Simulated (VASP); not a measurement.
Write the native input for VASP 6.6.1 that does the following.

```
Task                   : single point
Functional             : LDA
Potentials or basis    : VASP PAW LDA potentials, release 64 (Sb)
Cutoff                 : 520 eV
k mesh                 : 10 × 10 × 10
Occupations            : fermi-dirac, width 0.1 eV
Spin                   : no spin polarisation
Dipole correction      : no
Further INCAR settings : ALGO = Normal; EDIFF = 1e-07; NBANDS = 12
```

The structure of Sb lies in POSCAR:

```
Sb
1.0
    2.1456002536      1.2387628840      3.6587425366
   -2.1456002536      1.2387628840      3.6587425366
    0.0000000000     -2.4775257680      3.6587425366
Sb
2
Direct
    0.2359371474      0.2359371474      0.2359371474
    0.7640628526      0.7640628526      0.7640628526
```

One way to write it, as run:

INCAR

```
ALGO = Normal
EDIFF = 1E-7
ENCUT = 520
ISIF = 2
ISMEAR = -1
LASPH = True
LCHARG = False
LREAL = False
LWAVE = False
NBANDS = 12
NELM = 60
PREC = Accurate
SIGMA = 0.1
```

KPOINTS

```
k-points
0
Gamma
  10 10 10
```

Potentials or basis: VASP PAW LDA potentials, release 64 (Sb).

The run is started by

```sh
$ cat potpaw_LDA.64/Sb/POTCAR > POTCAR
$ mpirun -np 1 vasp_std > vasp.out
```

It gave:

* Pressure: 0.3 GPa
* Largest force: 0.070 eV/Å
* Band gap on the k mesh: zero (band 5 reaches 7.46 eV, above the bottom of band 6 at 7.36 eV)

Caveat: spin-orbit coupling is left out, which moves the levels of the heavy elements.

Run time: 55 s on 1 thread of AMD EPYC 7R43 64-Core Processor (Zen 3), with other jobs on the host, peak memory 0.18 GiB.
